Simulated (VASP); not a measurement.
Set up this calculation in VASP 6.6.1, as the native input.

| Quantity | Value |
| --- | --- |
| Task | single point |
| Functional | LDA |
| Potentials or basis | VASP PAW LDA potentials, release 64 (Fe, Co) |
| Cutoff | 520 eV |
| k mesh | 10 × 10 × 14 |
| Occupations | gaussian, width 0.15 eV |
| Spin | collinear spin, ferromagnetic start |
| Starting moments | [2.34, 2.66, 2.66, 1.9] μB |
| Dipole correction | no |
| Further INCAR settings | ALGO = Normal; EDIFF = 1e-06; NBANDS = 28 |

The structure of Fe3Co lies in POSCAR:

```
Fe3Co
1.0
    3.7824000000      0.0000000000      0.0000000000
    0.0000000000      3.7824000000      0.0000000000
    0.0000000000      0.0000000000      2.8938000000
Fe Co
3 1
Direct
    0.5000000000      0.5000000000      0.0000000000
    0.5000000000      0.0000000000      0.5000000000
    0.0000000000      0.5000000000      0.5000000000
    0.0000000000      0.0000000000      0.0000000000
```

One way to write it, as run:

INCAR

```
SYSTEM = Fe3Co
PREC     = Accurate       ! precision mode
ENCUT    = 520            ! plane-wave cutoff, eV
EDIFF    = 1E-6           ! SCF threshold, eV
ISMEAR   = 0              ! smearing method
SIGMA    = 0.15           ! smearing width, eV
LREAL    = .False.        ! projectors in reciprocal space
LASPH    = .True.         ! aspherical terms in the spheres
NELM     = 150            ! most SCF steps
ALGO     = Normal         ! electronic algorithm
ISIF     = 2              ! what is computed and relaxed
LWAVE    = .False.        ! write WAVECAR
LCHARG   = .True.         ! write CHGCAR
ISPIN    = 2              ! spin polarisation
MAGMOM   = 2.34 2.66 2.66 1.9 ! initial moments
LORBIT   = 11             ! projections on sites
LMAXMIX  = 4              ! l up to which the mixer works
GGA      = CA             ! functional
LELF     = .True.         ! ELF
LVHAR    = .True.       
NBANDS   = 28             ! bands
```

KPOINTS

```
Automatic mesh
0
Gamma
  10 10 14
  0 0 0
```

Potentials or basis: VASP PAW LDA potentials, release 64 (Fe, Co).

The run is started by

```bash
$ cat potpaw_LDA.64/Fe/POTCAR potpaw_LDA.64/Co/POTCAR > POTCAR
$ mpirun -np 1 vasp_std > vasp.out
```

It gave:

```yaml
Pressure: 2.9 GPa
Net_moment: 8.17 μB per cell
Site_moments: Fe +1.97, +2.26 (each value once); Co +1.58 μB
Valence_electrons_inside_the_program's_atomic_spheres: Fe 7.49, 7.45 (each value once); Co 8.45
```

Run time: 9.2 min on 1 thread of Intel Xeon 8259CL (shared host), peak memory 0.37 GiB.
